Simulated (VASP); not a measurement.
Input of a VASP 6.6.1 run:

Contents of INCAR:

```
SYSTEM = TiAl3
ALGO = Normal
EDIFF = 1E-6
ENCUT = 520
GGA = PS
ISIF = 2
ISMEAR = -1
LASPH = .TRUE.
LCHARG = .FALSE.
LREAL = .FALSE.
LWAVE = .FALSE.
NBANDS = 18
NELM = 60
PREC = Accurate
SIGMA = 0.05
```

Contents of KPOINTS:

```
k-points
0
G
  5 3 3
  0 0 0
```

POSCAR

```
TiAl3
1.0
    2.8396770000      0.0000000000      0.0000000000
    0.0000000000      4.6812640000      0.0000000000
    0.0000000000      0.0000000000      4.9007420000
Ti Al
1 3
Direct
    0.0000000000      0.5000000000      0.1659160000
    0.0000000000      0.0000000000      0.8359000000
    0.5000000000      0.0000000000      0.3309120000
    0.5000000000      0.5000000000      0.6672710000
```

Potentials or basis: VASP PAW PBE potentials, release 64 (Ti_sv, Al).

Command:

```console
$ cat potpaw_PBE.64/Ti_sv/POTCAR potpaw_PBE.64/Al/POTCAR > POTCAR
$ mpirun -np 1 vasp_std > vasp.out
```

What does it give for the pressure?

-2.4 GPa.

What does it give for the largest force?

0.164 eV/Å.

Forces on the atoms (eV/Å):
```
Ti   0.000  0.000 -0.053
Al   0.000  0.000  0.164
Al   0.000  0.000 -0.158
Al   0.000  0.000  0.047
```

Caveat: the k points lie up to 0.45 Å⁻¹ apart; the PAW data sets were made with another functional, which shifts forces and pressure a little.
